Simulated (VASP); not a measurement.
# GaN (P6_3mc) in VASP: a series of runs, part 2 of 2

VASP 6.6.1.

**3. Single point, PBE (strain -0.025 along x and y, -0.025 along z)**

The input, INCAR:

```
  PREC = Accurate
  ENCUT = 520
  EDIFF = 1E-6
  ISMEAR = 0
  SIGMA = 0.05
  LREAL = F
  LASPH = T
  NELM = 80
  ALGO = Normal
  ISIF = 2
  LWAVE = F
  LCHARG = F
  GGA = PE
  NBANDS = 26
```

The input, KPOINTS:

```
Automatic mesh
0
Gamma
  12 12 6
```

The input, POSCAR:

```
GaN
1.0
    3.1004996690      0.0000000000      0.0000000000
   -1.5502498345      2.6851114777      0.0000000000
    0.0000000000      0.0000000000      5.0368500000
Ga N
2 2
Direct
    0.3333333333      0.6666666667      0.0000000000
    0.6666666667      0.3333333333      0.5000000000
    0.3333333333      0.6666666667      0.3750000000
    0.6666666667      0.3333333333      0.8750000000
```

Potentials or basis: VASP PAW PBE potentials, release 64 (Ga_d, N).

Command:

```sh
$ cat potpaw_PBE.64/Ga_d/POTCAR potpaw_PBE.64/N/POTCAR > POTCAR
$ mpirun -np 1 vasp_std > vasp.out
```

OUTCAR:

```text
PREC = Accurate
   ENCUT = 520
   EDIFF = 1E-6
   ISMEAR = 0
   LREAL = F
   LASPH = T
   NELM = 80
   ISIF = 2
   GGA = PE

 ion  position               nearest neighbor table
   1  0.333  0.667  0.000-   3 1.89   4 1.90   4 1.90   4 1.90
   2  0.667  0.333  0.500-   4 1.89   3 1.90   3 1.90   3 1.90
   3  0.333  0.667  0.375-   1 1.89   2 1.90   2 1.90   2 1.90
   4  0.667  0.333  0.875-   2 1.89   1 1.90   1 1.90   1 1.90

  LATTYP: Found a hexagonal cell.
 ALAT       =     3.1004996690
 C/A-ratio  =     1.6245284753

  Lattice vectors:

 A1 = (   3.1004996690,   0.0000000000,   0.0000000000)
 A2 = (  -1.5502498345,   2.6851114777,   0.0000000000)
 A3 = (   0.0000000000,   0.0000000000,   5.0368500000)

Analysis of symmetry for initial positions (statically):
=====================================================================
 Subroutine PRICEL returns:
 Original cell was already a primitive cell.

 Routine SETGRP: Setting up the symmetry group for a
 hexagonal supercell.

 Subroutine GETGRP returns: Found 12 space group operations
 (whereof  6 operations were pure point group operations)
 out of a pool of 24 trial point group operations.

The static configuration has the point symmetry C_3v.
 The point group associated with its full space group is C_6v.

Analysis of symmetry for dynamics (positions and initial velocities):
=====================================================================
 Subroutine PRICEL returns:
 Original cell was already a primitive cell.

 Routine SETGRP: Setting up the symmetry group for a
 hexagonal supercell.

 Subroutine GETGRP returns: Found 12 space group operations
 (whereof  6 operations were pure point group operations)
 out of a pool of 24 trial point group operations.

The dynamic configuration has the point symmetry C_3v.
 The point group associated with its full space group is C_6v.

 Subroutine INISYM returns: Found 12 space group operations
 (whereof  6 operations are pure point group operations),
[... 119 lines left out ...]
     AMIX     =   0.40;   BMIX     =  1.00
     AMIX_MAG =   1.60;   BMIX_MAG =  1.00
  volume/ion in A,a.u.               =      10.48        70.74
  Fermi-wavevector in a.u.,A,eV,Ry     =   1.555935  2.940290 32.938784  2.420932
  Thomas-Fermi vector in A             =   2.659804
   LORBIT       =      0    0 simple, 1 ext, 2 COOP (PROOUT), +10 PAW based schemes
   GGA     = PE    functional components
   LHFCALC =     F    Hartree Fock is set to
   AEXX    =    0.0000 exact exchange contribution
   IVDW    =     0    specifies the selected vdW correction
   LEPSILON=     F    determine dielectric tensor
   LRPA    =     F    only Hartree local field effects (RPA)
 non-spin polarized calculation
 Gauss-broadening in eV      SIGMA  =   0.05
  energy-cutoff  :      520.00
  volume of cell :       41.93
 maximum number of plane-waves:      1152
 NGX is ok and might be reduce to    24
   NGX = 11   NGY = 11   NGZ = 19

 number of electron      36.0000004 magnetization

 Free energy of the ion-electron system (eV)
  ---------------------------------------------------
  ext. energy  EPLUGINS =         0.00000000
  ---------------------------------------------------
  free energy    TOTEN  =       -23.95748280 eV

  energy without entropy =      -23.95748280  energy(sigma->0) =      -23.95748280

 E-fermi :   6.5298     XC(G=0): -12.1368

 val. band max:        6.3019188556   @ k =   0.0000   0.0000   0.0000
 cond. band min:       8.7877938319   @ k =   0.0000   0.0000   0.0000
 fundamental gap:      2.4858749763
 Fermi energy:         6.5298114299

 k-point     1 :       0.0000    0.0000    0.0000
  band No.  band energies     occupation
      1     -10.4581      2.00000
      2      -9.2474      2.00000
      3      -7.2439      2.00000
      4      -7.2179      2.00000
      5      -7.2179      2.00000
      6      -7.1360      2.00000
[... 685 lines left out ...]
     25      18.1822      0.00000
     26      20.1822      0.00000

 [... further k-points ...]

------------------------ aborting loop because EDIFF is reached ----------------------------------------

  FORCE on cell =-STRESS in cart. coord.  units (eV):
  Direction    XX          YY          ZZ          XY          YZ          ZX
  --------------------------------------------------------------------------------------
  -------------------------------------------------------------------------------------
  Total        6.3822102      6.3822102      7.1577248      0.0000000      0.0000000      0.0000000
  in kB      243.8533129    243.8533129    273.4843936      0.0000000      0.0000000      0.0000000
  external PRESSURE =     253.7303398 kB  Pullay stress =       0.0000000 kB

 VOLUME and BASIS-vectors are now :
 -----------------------------------------------------------------------------
  energy-cutoff  :      520.00
  volume of cell :       41.93
      direct lattice vectors                 reciprocal lattice vectors
     3.100499669  0.000000000  0.000000000     0.322528659  0.186212008  0.000000000
    -1.550249834  2.685111478  0.000000000     0.000000000  0.372424016  0.000000000
     0.000000000  0.000000000  5.036850000     0.000000000  0.000000000  0.198536784

 POSITION                                       TOTAL-FORCE (eV/Angst)
 -----------------------------------------------------------------------------------
     -0.00000      1.79007      0.00000         0.000000     -0.000000     -0.155781
      1.55025      0.89504      2.51843        -0.000000      0.000000     -0.155781
     -0.00000      1.79007      1.88882         0.000000     -0.000000      0.155781
      1.55025      0.89504      4.40724        -0.000000      0.000000      0.155781
 -----------------------------------------------------------------------------------
    total drift:                               -0.000000     -0.000000     -0.000014

  FREE ENERGIE OF THE ION-ELECTRON SYSTEM (eV)
  ---------------------------------------------------
  free  energy   TOTEN  =       -23.9574828038 eV

  energy  without entropy=      -23.9574828038  energy(sigma->0) =      -23.95748280
```

OSZICAR:

```text
N       E                     dE             d eps       ncg     rms          rms(c)
DAV:   1     0.279763443056E+03    0.27976E+03   -0.17579E+04  4392   0.265E+03
DAV:   2     0.694997601893E+01   -0.27281E+03   -0.25746E+03  4224   0.488E+02
DAV:   3    -0.271383859840E+02   -0.34088E+02   -0.33606E+02  4634   0.143E+02
DAV:   4    -0.282565253741E+02   -0.11181E+01   -0.11132E+01  4600   0.275E+01
DAV:   5    -0.282815128687E+02   -0.24987E-01   -0.24963E-01  4970   0.400E+00    0.114E+01
DAV:   6    -0.238624905034E+02    0.44190E+01   -0.98643E+00  6546   0.528E+01    0.308E+00
DAV:   7    -0.239759854398E+02   -0.11349E+00   -0.17096E+00  4210   0.937E+00    0.282E+00
DAV:   8    -0.239714106204E+02    0.45748E-02   -0.13414E-01  5650   0.606E+00    0.695E-01
DAV:   9    -0.239568263152E+02    0.14584E-01   -0.54624E-02  6292   0.432E+00    0.283E-01
DAV:  10    -0.239575524132E+02   -0.72610E-03   -0.39021E-03  4342   0.565E-01    0.959E-02
DAV:  11    -0.239574742868E+02    0.78126E-04   -0.80046E-04  5802   0.527E-01    0.210E-02
DAV:  12    -0.239574805522E+02   -0.62655E-05   -0.85602E-05  4826   0.102E-01    0.959E-03
DAV:  13    -0.239574826001E+02   -0.20478E-05   -0.14340E-05  5590   0.339E-02    0.298E-03
DAV:  14    -0.239574828038E+02   -0.20376E-06   -0.18724E-06  3630   0.104E-02
   1 F= -.23957483E+02 E0= -.23957483E+02  d E =-.620666E-13
```

stdout:

```text
POSCAR found type information on POSCAR GaN
 POSCAR found :  2 types and       4 ions
 scaLAPACK will be used
 LDA part: xc-table for (Slater+PW92), standard interpolation
 POSCAR, INCAR and KPOINTS ok, starting setup
 FFT: planning ... GRIDC
 FFT: planning ... GRID_SOFT
 FFT: planning ... GRID
 WAVECAR not read
 entering main loop
```

Wall time 68 s (1 thread of Intel Xeon Platinum 8488C (Sapphire Rapids), shared host); peak memory 0.2 GiB.

Results:

```yaml
Free_energy: -23.9575 eV
Pressure: 25.4 GPa
Largest_force: 0.156 eV/Å
Band_gap_on_the_k_mesh: 2.49 eV, direct
```

Forces in eV/Å, atoms in the order of the input:
```
Ga   0.000  0.000 -0.156
Ga   0.000  0.000 -0.156
N    0.000  0.000  0.156
N    0.000  0.000  0.156
```

Stress tensor (GPa, compression positive):
```
24.39  0.00  0.00
 0.00 24.39  0.00
 0.00  0.00 27.35
```

Levels at points of the mesh, in eV from the valence-band top:
```csv
k point,band 15,band 16,band 17,band 18,band 19,band 20,band 21,band 22
"(0.00, 0.00, 0.00)",-1.16,-0.07,0.00,0.00,2.49,4.81,9.70,10.37
"(0.50, 0.00, 0.00)",-4.63,-3.07,-2.50,-1.09,5.29,5.99,6.36,9.32
"(0.00, 0.00, 0.50)",-0.60,-0.60,-0.60,-0.60,4.79,4.79,8.95,8.95
"(0.50, 0.00, 0.50)",-2.16,-2.16,-2.09,-2.09,4.66,4.66,8.32,8.32
```

Caveat: the cell differs from its parent crystal (strain -0.025 along x and y, -0.025 along z).

**4. Single point, PBE (strain -0.050 along x and y, +0.050 along z)**

The input, INCAR:

```
SYSTEM = GaN
ALGO = Normal
EDIFF = 1E-7
ENCUT = 520
GGA = PE
ISIF = 2
ISMEAR = 0
LASPH = .TRUE.
LCHARG = .TRUE.
LELF = .TRUE.
LREAL = .FALSE.
LVHAR = .TRUE.
LWAVE = .FALSE.
NBANDS = 26
NELM = 100
PREC = Accurate
SIGMA = 0.05
```

The input, KPOINTS:

```
k-points
0
G
  12 12 6
  0 0 0
```

The input, POSCAR:

```
GaN
1.0
    3.0209996775      0.0000000000      0.0000000000
   -1.5104998388      2.6162624655      0.0000000000
    0.0000000000      0.0000000000      5.4243000000
Ga N
2 2
Direct
    0.3333333333      0.6666666667      0.0000000000
    0.6666666667      0.3333333333      0.5000000000
    0.3333333333      0.6666666667      0.3750000000
    0.6666666667      0.3333333333      0.8750000000
```

Command:

```sh
$ cat potpaw_PBE.64/Ga_d/POTCAR potpaw_PBE.64/N/POTCAR > POTCAR
$ mpirun -np 1 vasp_std > vasp.out
```

Run time: 58 s. Hardware: 1 thread of Intel Xeon Platinum 8488C (Sapphire Rapids), shared host; peak memory 0.21 GiB.

The run converged. Its results:

```
Free energy            : -23.7363 eV
Pressure               : 22.1 GPa
Largest force          : 0.934 eV/Å
Band gap on the k mesh : 1.76 eV, direct
```

Forces on the atoms (eV/Å):
```
Ga   0.000  0.000  0.934
Ga   0.000  0.000  0.934
N    0.000  0.000 -0.934
N    0.000  0.000 -0.934
```

Stress tensor (GPa, compression positive):
```
35.73  0.00  0.00
 0.00 35.73  0.00
 0.00  0.00 -5.24
```

Levels at points of the mesh, in eV from the valence-band top:
```csv
k point,band 15,band 16,band 17,band 18,band 19,band 20,band 21,band 22
"(0.00, 0.00, 0.00)",-0.79,-0.56,0.00,0.00,1.76,5.48,8.67,9.61
"(0.50, 0.00, 0.00)",-4.53,-2.70,-2.52,-1.30,5.29,5.70,5.71,8.35
"(0.00, 0.00, 0.50)",-0.40,-0.40,-0.40,-0.40,4.74,4.74,8.27,8.27
"(0.50, 0.00, 0.50)",-2.51,-2.51,-2.05,-2.05,4.10,4.10,7.91,7.91
```

Caveat: the cell differs from its parent crystal (strain -0.050 along x and y, +0.050 along z).

**5. Summary**

| cell | gap on the mesh (eV) | pressure (GPa) | largest force (eV/Å) |
| --- | --- | --- | --- |
| a = 3.021, b = 3.021, c = 5.295 Å, angles 90.0, 90.0, 120.0°, 4 atoms | 2.10 | 27.4 | 0.87 |
| a = 3.100, b = 3.100, c = 5.037 Å, angles 90.0, 90.0, 120.0°, 4 atoms | 2.49 | 25.4 | 0.16 |
| a = 3.021, b = 3.021, c = 5.424 Å, angles 90.0, 90.0, 120.0°, 4 atoms | 1.76 | 22.1 | 0.93 |

Alike in all rows: task single point; level PBE; potentials or basis VASP PAW PBE potentials, release 64 (Ga_d, N); no spin polarisation; k mesh 12 × 12 × 6; cutoff (eV) 520; smearing gaussian 0.05 eV.

Absolute energies hang on the potentials; compare differences alone.
